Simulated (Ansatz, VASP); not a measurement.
ZrSi2: VASP beside Ansatz

```xyz
6
Lattice="3.7609 0.0000 0.0000 1.8804 -7.3853 0.0000 0.0000 0.0000 -3.7103" Properties=species:S:1:pos:R:3 pbc="T T T"
Zr    1.8804   -5.8383   -2.7827
Zr    3.7609   -1.5469   -0.9276
Si    3.7609   -3.6928   -2.7827
Si    1.8804   -3.6924   -0.9276
Si    1.8804   -0.7901   -2.7827
Si    3.7609   -6.5952   -0.9276
```

Alike in both runs: functional PBE; k mesh 6 × 6 × 6; no spin polarisation.

Ansatz relaxed the structure, and its values are those at the end. VASP's run is a single point on that final structure, the one shown.

```csv
,VASP,Ansatz
version,VASP 6.6.1,Ansatz 0.2.0
potentials or method,"VASP PAW PBE potentials, release 64 (Zr_sv, Si), cutoff 520 eV",PAW plane waves
occupations,"methfessel-paxton of order 1, width 0.1483 eV","cold, width 0.1483 eV"
valence electrons in the cell,40,40
```

|  | VASP | Ansatz | Ansatz less VASP |
| --- | --- | --- | --- |
| pressure (GPa) | -2.8 | -2.8 | -0.02 |
| rms of the force components (eV/Å) | 0.005 | 0.001 | -0.0035 |

Ansatz's warnings: stress scf threshold loose.
